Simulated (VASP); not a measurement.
# AlN (P6_3/mmc) in VASP: further runs, part 2 of 2

VASP 6.6.1. The steps go on from the part before.

### 3 Single point, PBE

This run uses another cell than the first one, of 9.96 Å³/atom.

Input file INCAR:

```
  PREC = Accurate
  ENCUT = 520
  EDIFF = 1E-7
  ISMEAR = 0
  SIGMA = 0.02
  LREAL = False
  LASPH = True
  NELM = 80
  ALGO = Normal
  ISIF = 2
  LWAVE = False
  LCHARG = False
  GGA = PE
  NBANDS = 16
```

Input file KPOINTS:

```
regular mesh
0
Gamma
  9 9 6
```

Input file POSCAR:

```
AlN
1.0
    3.3143025145      0.0000000000      0.0000000000
   -1.6571512572      2.8702701734      0.0000000000
    0.0000000000      0.0000000000      4.1868595763
Al N
2 2
Direct
    0.3333333333      0.6666666667      0.7500000000
    0.6666666667      0.3333333333      0.2500000000
    0.3333333333      0.6666666667      0.2500000000
    0.6666666667      0.3333333333      0.7500000000
```

Potentials or basis: VASP PAW PBE potentials, release 64 (Al, N).

Command:

```bash
$ cat potpaw_PBE.64/Al/POTCAR potpaw_PBE.64/N/POTCAR > POTCAR
$ mpirun -np 1 vasp_std > vasp.out
```

OUTCAR:

```text
PREC = Accurate
   ENCUT = 520
   EDIFF = 1E-7
   ISMEAR = 0
   LREAL = False
   LASPH = True
   NELM = 80
   ISIF = 2
   GGA = PE

 ion  position               nearest neighbor table
   1  0.333  0.667  0.750-   4 1.91   4 1.91   4 1.91   3 2.09   3 2.09   2 2.84   2 2.84   2 2.84
                             2 2.84   2 2.84   2 2.84
   2  0.667  0.333  0.250-   3 1.91   3 1.91   3 1.91   4 2.09   4 2.09   1 2.84   1 2.84   1 2.84
                             1 2.84   1 2.84   1 2.84
   3  0.333  0.667  0.250-   2 1.91   2 1.91   2 1.91   1 2.09   1 2.09
   4  0.667  0.333  0.750-   1 1.91   1 1.91   1 1.91   2 2.09   2 2.09

  LATTYP: Found a hexagonal cell.
 ALAT       =     3.3143025145
 C/A-ratio  =     1.2632701927

  Lattice vectors:

 A1 = (   3.3143025145,   0.0000000000,   0.0000000000)
 A2 = (  -1.6571512572,   2.8702701734,   0.0000000000)
 A3 = (   0.0000000000,   0.0000000000,   4.1868595763)

Analysis of symmetry for initial positions (statically):
=====================================================================
 Subroutine PRICEL returns:
 Original cell was already a primitive cell.

 Routine SETGRP: Setting up the symmetry group for a
 hexagonal supercell.

 Subroutine GETGRP returns: Found 24 space group operations
 (whereof 12 operations were pure point group operations)
 out of a pool of 24 trial point group operations.

The static configuration has the point symmetry D_3d.
 The point group associated with its full space group is D_6h.

Analysis of symmetry for dynamics (positions and initial velocities):
=====================================================================
 Subroutine PRICEL returns:
 Original cell was already a primitive cell.

 Routine SETGRP: Setting up the symmetry group for a
 hexagonal supercell.

 Subroutine GETGRP returns: Found 24 space group operations
 (whereof 12 operations were pure point group operations)
[... 122 lines left out ...]
   ISMEAR =     0;   SIGMA  =   0.02  broadening in eV -4-tet -1-fermi 0-gaus
   EFERMI_NEDOS =   21; number of points for ismear=-14 and -15
   IALGO  =     38    algorithm
   IMIX   =      4    mixing-type and parameters
     AMIX     =   0.40;   BMIX     =  1.00
     AMIX_MAG =   1.60;   BMIX_MAG =  1.00
  volume/ion in A,a.u.               =       9.96        67.20
  Fermi-wavevector in a.u.,A,eV,Ry     =   1.207945  2.282684 19.852674  1.459130
  Thomas-Fermi vector in A             =   2.343567
   LORBIT       =      0    0 simple, 1 ext, 2 COOP (PROOUT), +10 PAW based schemes
   GGA     = PE    functional components
   LHFCALC =     F    Hartree Fock is set to
   AEXX    =    0.0000 exact exchange contribution
   IVDW    =     0    specifies the selected vdW correction
   LEPSILON=     F    determine dielectric tensor
   LRPA    =     F    only Hartree local field effects (RPA)
 non-spin polarized calculation
 Gauss-broadening in eV      SIGMA  =   0.02
  energy-cutoff  :      520.00
  volume of cell :       39.83
 maximum number of plane-waves:      1090
 NGX is ok and might be reduce to    28
   NGX = 13   NGY = 13   NGZ = 15

 number of electron      15.9999999 magnetization

 Free energy of the ion-electron system (eV)
  ---------------------------------------------------
  ext. energy  EPLUGINS =         0.00000000
  ---------------------------------------------------
  free energy    TOTEN  =       -29.31892550 eV

  energy without entropy =      -29.31892550  energy(sigma->0) =      -29.31892550

 E-fermi :   8.1043     XC(G=0): -11.1558

 val. band max:        7.9334059612   @ k =   0.0000   0.0000   0.0000
 cond. band min:      11.1958075894   @ k =   0.0000   0.0000   0.0000
 fundamental gap:      3.2624016282
 Fermi energy:         8.1042610156

 k-point     1 :       0.0000    0.0000    0.0000
  band No.  band energies     occupation
      1      -8.8382      2.00000
      2      -5.2191      2.00000
      3       1.0830      2.00000
      4       4.6690      2.00000
      5       4.6690      2.00000
      6       6.3321      2.00000
[... 433 lines left out ...]
      3       1.4356      2.00000
      4       2.3842      2.00000
      5       2.3842      2.00000
      6       4.9285      2.00000
[... 8 lines left out ...]
     15      19.1651      0.00000
     16      20.9492      0.00000

 [... further k-points ...]
[... 5 lines left out ...]
  --------------------------------------------------------------------------------------
  -------------------------------------------------------------------------------------
  Total       -0.0827207     -0.0827207     -0.0308481     -0.0000000     -0.0000000      0.0000000
  in kB       -3.3275252     -3.3275252     -1.2408978     -0.0000000     -0.0000000      0.0000000
  external PRESSURE =      -2.6319827 kB  Pullay stress =       0.0000000 kB

 VOLUME and BASIS-vectors are now :
 -----------------------------------------------------------------------------
  energy-cutoff  :      520.00
  volume of cell :       39.83
      direct lattice vectors                 reciprocal lattice vectors
     3.314302515  0.000000000  0.000000000     0.301722608  0.174199629  0.000000000
    -1.657151257  2.870270173  0.000000000     0.000000000  0.348399258  0.000000000
     0.000000000  0.000000000  4.186859576     0.000000000  0.000000000  0.238842498

 POSITION                                       TOTAL-FORCE (eV/Angst)
 -----------------------------------------------------------------------------------
     -0.00000      1.91351      3.14014        -0.000000      0.000000      0.000000
      1.65715      0.95676      1.04671         0.000000     -0.000000      0.000000
     -0.00000      1.91351      1.04671         0.000000     -0.000000      0.000000
      1.65715      0.95676      3.14014         0.000000      0.000000      0.000000
 -----------------------------------------------------------------------------------
    total drift:                               -0.000000      0.000000     -0.000000

  FREE ENERGIE OF THE ION-ELECTRON SYSTEM (eV)
  ---------------------------------------------------
  free  energy   TOTEN  =       -29.3189255031 eV

  energy  without entropy=      -29.3189255031  energy(sigma->0) =      -29.31892550
```

OSZICAR:

```text
N       E                     dE             d eps       ncg     rms          rms(c)
DAV:   1     0.432579987890E+02    0.43258E+02   -0.73445E+03  1536   0.901E+02
DAV:   2    -0.303249931947E+02   -0.73583E+02   -0.67172E+02  2272   0.192E+02
DAV:   3    -0.337820664841E+02   -0.34571E+01   -0.34454E+01  1856   0.423E+01
DAV:   4    -0.338029770786E+02   -0.20911E-01   -0.20909E-01  1912   0.371E+00
DAV:   5    -0.338032511780E+02   -0.27410E-03   -0.27410E-03  1816   0.425E-01    0.117E+01
DAV:   6    -0.293322897654E+02    0.44710E+01   -0.91037E+00  1976   0.226E+01    0.388E+00
DAV:   7    -0.293387862453E+02   -0.64965E-02   -0.73895E-01  1752   0.591E+00    0.285E+00
DAV:   8    -0.293274501145E+02    0.11336E-01   -0.88929E-02  1656   0.258E+00    0.893E-01
DAV:   9    -0.293184364326E+02    0.90137E-02   -0.18535E-02  1920   0.109E+00    0.284E-01
DAV:  10    -0.293190289669E+02   -0.59253E-03   -0.32181E-03  1768   0.374E-01    0.165E-01
DAV:  11    -0.293189240842E+02    0.10488E-03   -0.20838E-04  1832   0.117E-01    0.452E-02
DAV:  12    -0.293189259588E+02   -0.18746E-05   -0.16150E-05  1744   0.316E-02    0.788E-03
DAV:  13    -0.293189254838E+02    0.47495E-06   -0.57158E-06  1880   0.180E-02    0.661E-03
DAV:  14    -0.293189255031E+02   -0.19300E-07   -0.48235E-07  1728   0.620E-03
   1 F= -.29318926E+02 E0= -.29318926E+02  d E =-.469467E-36
```

Wall time 32 s (1 thread of Intel Xeon 8259CL, shared host); peak memory 0.17 GiB.

What came out:

```yaml
Free_energy: -29.3189 eV
Pressure: -0.3 GPa
Band_gap_on_the_k_mesh: 3.26 eV
```

### 4 Single point, PBE (10.26 Å³/atom)

This run uses another cell than the first one, of 10.26 Å³/atom.

Input file INCAR:

```
SYSTEM = AlN
PREC = Accurate ; ENCUT = 520
EDIFF = 1E-7 ; ISMEAR = 0
SIGMA = 0.02 ; LREAL = .FALSE.
LASPH = .TRUE. ; NELM = 100
ALGO = Normal ; ISIF = 2
LWAVE = .FALSE. ; LCHARG = .FALSE.
GGA = PE ; NBANDS = 16
```

Input file KPOINTS:

```
Automatic mesh
0
G
  9 9 6
  0 0 0
```

Input file POSCAR:

```
AlN
1.0
    3.3388177997      0.0000000000      0.0000000000
   -1.6694088999      2.8915010331      0.0000000000
    0.0000000000      0.0000000000      4.2493692651
Al N
2 2
Direct
    0.3333333333      0.6666666667      0.7500000000
    0.6666666667      0.3333333333      0.2500000000
    0.3333333333      0.6666666667      0.2500000000
    0.6666666667      0.3333333333      0.7500000000
```

Command:

```bash
$ cat potpaw_PBE.64/Al/POTCAR potpaw_PBE.64/N/POTCAR > POTCAR
$ mpirun -np 1 vasp_std > vasp.out
```

It took 40 s on 1 thread of Intel Xeon 8259CL, shared host; peak memory 0.17 GiB.

Results (log left out):

| Property | Result |
| --- | --- |
| Free energy | -29.2966 eV |
| Pressure | -5.8 GPa |
| Band gap on the k mesh | 3.02 eV |

Stress tensor (GPa, compression positive):
```
-5.90  0.00  0.00
 0.00 -5.90  0.00
 0.00  0.00 -5.63
```

Levels at points of the mesh, in eV from the valence-band top:
```
           k point  band 5  band 6  band 7  band 8  band 9  band 10  band 11  band 12
(0.00, 0.00, 0.00)   -3.19   -1.59   -1.59    0.00    3.02     4.16     8.09     8.09
(0.00, 0.00, 0.50)   -2.42   -2.42   -2.42   -2.42    5.44     5.44     8.30     8.30
```

Caveat: the cell stands under tension.

### 5 Single point, PBE (10.55 Å³/atom)

This run uses another cell than the first one, of 10.55 Å³/atom.

Input file INCAR:

```
PREC = Accurate ; ENCUT = 520
EDIFF = 1E-6 ; ISMEAR = 0
SIGMA = 0.02 ; LREAL = F
LASPH = T ; NELM = 80
ALGO = Normal ; ISIF = 2
LWAVE = F ; LCHARG = F
GGA = PE ; NBANDS = 16
```

Input file KPOINTS:

```
Automatic mesh
0
Gamma
  9 9 6
```

Input file POSCAR:

```
AlN
1.0
    3.3590106298      0.0000000000      0.0000000000
   -1.6795053149      2.9089885369      0.0000000000
    0.0000000000      0.0000000000      4.3207167527
Al N
2 2
Direct
    0.3333333333      0.6666666667      0.7500000000
    0.6666666667      0.3333333333      0.2500000000
    0.3333333333      0.6666666667      0.2500000000
    0.6666666667      0.3333333333      0.7500000000
```

Command:

```bash
$ cat potpaw_PBE.64/Al/POTCAR potpaw_PBE.64/N/POTCAR > POTCAR
$ mpirun -np 1 vasp_std > vasp.out
```

Run time: 40 s. Hardware: 1 thread of Intel Xeon 8259CL, shared host; peak memory 0.17 GiB.

The run converged. Its results:

```yaml
Free_energy: -29.2366 eV
Pressure: -10.4 GPa
Band_gap_on_the_k_mesh: 2.77 eV
```

Stress tensor (GPa, compression positive):
```
-10.54   0.00   0.00
  0.00 -10.54   0.00
  0.00   0.00 -10.25
```

Levels at points of the mesh, in eV from the valence-band top:
```tsv
k point	band 4	band 5	band 6	band 7	band 8	band 9	band 10	band 11	band 12	band 13
(0.00, 0.00, 0.00)	-3.12	-3.12	-1.60	-1.60	0.00	2.77	3.94	7.96	7.96	10.69
(0.00, 0.00, 0.50)	-3.68	-2.39	-2.39	-2.39	-2.39	5.22	5.22	8.20	8.20	8.20
```

Caveat: the cell stands under tension.

### 6 Single point, PBE

This run uses another cell than the first one, of 10.55 Å³/atom.

Input file INCAR:

```
SYSTEM = AlN
  PREC = Accurate
  ENCUT = 520
  EDIFF = 1E-6
  ISMEAR = 0
  SIGMA = 0.02
  LREAL = .False.
  LASPH = .True.
  NELM = 100
  ALGO = Normal
  ISIF = 2
  LWAVE = .False.
  LCHARG = .False.
  GGA = PE
  NBANDS = 16
```

Input file KPOINTS:

```
Automatic mesh
0
Gamma
  9 9 6
  0 0 0
```

Input file POSCAR:

```
AlN
1.0
    3.3588984907      0.0000000000      0.0000000000
   -1.6794492454      2.9088914217      0.0000000000
    0.0000000000      0.0000000000      4.3210052575
Al N
2 2
Direct
    0.3333333333      0.6666666667      0.7500000000
    0.6666666667      0.3333333333      0.2500000000
    0.3333333333      0.6666666667      0.2500000000
    0.6666666667      0.3333333333      0.7500000000
```

Potentials or basis: VASP PAW PBE potentials, release 64 (Al, N).

Command:

```bash
$ cat potpaw_PBE.64/Al/POTCAR potpaw_PBE.64/N/POTCAR > POTCAR
$ mpirun -np 1 vasp_std > vasp.out
```

Run time: 52 s. Hardware: 1 thread of Intel Xeon 8259CL, shared host; peak memory 0.17 GiB.

The run converged. Its results:

* Free energy: -29.2366 eV
* Pressure: -10.4 GPa
* Band gap on the k mesh: 2.77 eV

Stress tensor (GPa, compression positive):
```
-10.53   0.00   0.00
  0.00 -10.53   0.00
  0.00   0.00 -10.25
```

Levels at points of the mesh, in eV from the valence-band top:
| k point | band 6 | band 7 | band 8 | band 9 | band 10 | band 11 |
| --- | --- | --- | --- | --- | --- | --- |
| (0.00, 0.00, 0.00) | -1.60 | -1.60 | 0.00 | 2.77 | 3.94 | 7.96 |
| (0.00, 0.00, 0.50) | -2.39 | -2.39 | -2.39 | 5.22 | 5.22 | 8.20 |

Caveat: the cell stands under tension.

### 7 Overview

```csv
cell,gap on the mesh (eV),pressure (GPa)
"a = 3.287, b = 3.287, c = 4.129 Å, angles 90.0, 90.0, 120.0°, 4 atoms",3.51,6.3
"a = 3.314, b = 3.314, c = 4.187 Å, angles 90.0, 90.0, 120.0°, 4 atoms",3.26,-0.3
"a = 3.339, b = 3.339, c = 4.249 Å, angles 90.0, 90.0, 120.0°, 4 atoms",3.02,-5.8
"a = 3.359, b = 3.359, c = 4.321 Å, angles 90.0, 90.0, 120.0°, 4 atoms",2.77,-10.4
```

Alike in all rows: task single point; level PBE; potentials or basis VASP PAW PBE potentials, release 64 (Al, N); no spin polarisation; k mesh 9 × 9 × 6; cutoff (eV) 520; smearing gaussian 0.02 eV.

Caveats: the cell stands under tension (at least some runs); the cell stands under pressure (at least some runs).

Total energies depend on the potentials used, so only differences within one code and one set of settings carry meaning.
